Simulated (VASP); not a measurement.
## C: single point with PBE+D3(BJ)

The system is C, a slab with vacuum.

```
C
1.0
     2.45617    0.00000    0.00000
    -1.22809    2.12711    0.00000
     0.00000    0.00000    8.52380
C
2
Direct
  0.33333 0.66667 0.00000
  0.66667 0.33333 0.00000
```

- Program: VASP 6.6.1
- Task: single point
- Functional: PBE
- Dispersion: D3(BJ)
- Potentials or basis: VASP PAW PBE potentials, release 64 (C)
- Cutoff: 600 eV
- k mesh: 5 × 2 × 3
- Occupations: methfessel-paxton, width 0.087 eV
- Spin: no spin polarisation
- Dipole correction: no
- Further INCAR settings: ALGO = Normal; EDIFF = 1e-06; NBANDS = 11; ISYM = 0

```json
{"Largest force": "0.986 eV/Å", "Band gap on the k mesh": "4.04 eV, direct", "Dispersion energy per atom": "-0.090 eV"}
```

Forces on the atoms (eV/Å):
```
C   -0.831 -0.530  0.000
C    0.831  0.530  0.000
```

Levels at points of the mesh, in eV from the valence-band top:
| k point | band 1 | band 2 | band 3 | band 4 | band 5 | band 6 | band 7 | band 8 |
| --- | --- | --- | --- | --- | --- | --- | --- | --- |
| (0.00, 0.00, 0.00) | -17.23 | -5.33 | -0.65 | -0.59 | 5.25 | 7.57 | 9.26 | 10.74 |
| (0.00, 0.50, 0.00) | -11.90 | -10.96 | -4.04 | 0.00 | 4.04 | 9.89 | 13.21 | 13.37 |

Run time: 22 s on 1 thread of Intel Xeon 8259CL, with other jobs on the host, peak memory 0.16 GiB.

Caveat: the k points lie up to 1.48 Å⁻¹ apart; three body term missing.
